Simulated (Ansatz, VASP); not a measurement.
# Ge: VASP beside Ansatz

The input INCAR:

```
PREC     = Accurate       # precision mode
ENCUT    = 500            # plane-wave cutoff, eV
EDIFF    = 1E-6           # SCF threshold, eV
ISMEAR   = -1             # smearing method
SIGMA    = 0.05           # smearing width, eV
LREAL    = False          # projectors in reciprocal space
LASPH    = True           # aspherical terms in the spheres
NELM     = 120            # most SCF steps
ALGO     = Normal         # electronic algorithm
ISIF     = 2              # what is computed and relaxed
LWAVE    = False          # write WAVECAR
LCHARG   = False          # write CHGCAR
GGA      = PS             # functional
NBANDS   = 21             # bands
GGA_COMPAT= False
```

The input KPOINTS:

```
regular mesh
0
Gamma
  8 8 8
```

File POSCAR:

```
Ge
1.0
   -2.5744897190      2.5744897190      1.3974126432
    2.5744897190     -2.5744897190      1.3974126432
    2.5744897190      2.5744897190     -1.3974126432
Ge
2
Direct
    0.5000000000      0.5000000000      0.0000000000
    0.2500000000      0.7500000000      0.5000000000
```

input.yaml

```yaml
crystal:
  lattice:
    - [-2.574489719, 2.574489719, 1.3974126432]
    - [2.574489719, -2.574489719, 1.3974126432]
    - [2.574489719, 2.574489719, -1.3974126432]
  atoms:
    - { symbol: Ge, position: [0.5, 0.5, 0.0] }
    - { symbol: Ge, position: [0.25, 0.75, 0.5] }
kpoints:
  mp_grid: { grid: [8, 8, 8] }
scf:
  occupations: { method: fermi_dirac, width: 0.05 }
hamiltonian:
  xc: pbesol
  pseudopotentials: { kind: all_electron, datasets: crystal }
output:
  forces: true
  stress: true
  eigenvalues: true
  elf: true
  volumetric_format: npy
```

Alike in both runs: task single point; functional PBEsol; k mesh 8 × 8 × 8; occupations fermi-dirac, width 0.05 eV; no spin polarisation.

|  | VASP | Ansatz |
| --- | --- | --- |
| version | VASP 6.6.1 | Ansatz 0.2.0 |
| potentials or method | VASP PAW PBE potentials, release 64 (Ge_d), cutoff 500 eV | all-electron PAW datasets made for the crystal |

Ansatz gave:

* gap on the k mesh at the Fermi level (eV): none
* pressure (GPa): -0.7
* traceless stress, the component that is largest in VASP (GPa): 3.10

Question: What did VASP give for the same quantities?

Answer: gap on the k mesh at the Fermi level (eV): none; pressure (GPa): -0.9; traceless stress, the component that is largest in VASP (GPa): 3.13.

VASP's potentials were made for PBE, not for PBEsol. A gap of «none» marks a metal or a gap that the smearing closes. Ansatz ran all-electron here, and VASP with PAW potentials.

Noted on Ansatz's run: the k mesh is thin for a metal, which can move the energy by tens of meV per atom.
